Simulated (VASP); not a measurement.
Write the native input for VASP 6.6.1 that does the following.

| Item | Value |
| --- | --- |
| Task | single point |
| Functional | LDA |
| Potentials or basis | VASP PAW LDA potentials, release 64 (Zr_sv) |
| Cutoff | 520 eV |
| k mesh | 7 × 7 × 4 |
| Occupations | fermi-dirac, width 0.05 eV |
| Spin | non-collinear spin, zero start, spin-orbit coupling |
| Starting moments | [[0.0, 0.0, 0.0], [0.0, 0.0, 0.0]] μB |
| Dipole correction | no |
| Further INCAR settings | ALGO = Normal; EDIFF = 1e-06; NBANDS = 36 |

The structure of Zr lies in POSCAR:

```
Zr
1.0
    3.2320000000      0.0000000000      0.0000000000
   -1.6160000000      2.7989941050      0.0000000000
    0.0000000000      0.0000000000      5.1470000000
Zr
2
Direct
    0.6666666667      0.3333333333      0.7500000000
    0.3333333333      0.6666666667      0.2500000000
```

These files were run (other wordings do the same):

INCAR

```
SYSTEM = Zr
PREC     = Accurate       ! precision mode
ENCUT    = 520            ! plane-wave cutoff, eV
EDIFF    = 1E-6           ! SCF threshold, eV
ISMEAR   = -1             ! smearing method
SIGMA    = 0.05           ! smearing width, eV
LREAL    = .FALSE.        ! projectors in reciprocal space
LASPH    = .TRUE.         ! aspherical terms in the spheres
NELM     = 150            ! most SCF steps
ALGO     = Normal         ! electronic algorithm
ISIF     = 2              ! what is computed and relaxed
LWAVE    = .FALSE.        ! write WAVECAR
LCHARG   = .TRUE.         ! write CHGCAR
MAGMOM   = 0 0 0 0 0 0    ! initial moments
LORBIT   = 11             ! projections on sites
LSORBIT  = .TRUE.         ! spin-orbit coupling
GGA_COMPAT= .FALSE.      
LORBMOM  = .TRUE.       
LMAXMIX  = 4              ! l up to which the mixer works
LVHAR    = .TRUE.       
NBANDS   = 36             ! bands
```

KPOINTS

```
Automatic mesh
0
G
  7 7 4
  0 0 0
```

Potentials or basis: VASP PAW LDA potentials, release 64 (Zr_sv).

Launch:

```sh
$ cat potpaw_LDA.64/Zr_sv/POTCAR > POTCAR
$ mpirun -np 1 vasp_ncl > vasp.out
```

Results of the run:

| Item | Value |
| --- | --- |
| Pressure | -6.0 GPa |
| Net moment | 0.00 μB per cell |
| Valence electrons inside the program's atomic spheres | Zr 9.84 |

It took 110 s on 1 thread of AMD EPYC 7R13, on a shared host, peak memory 0.2 GiB.
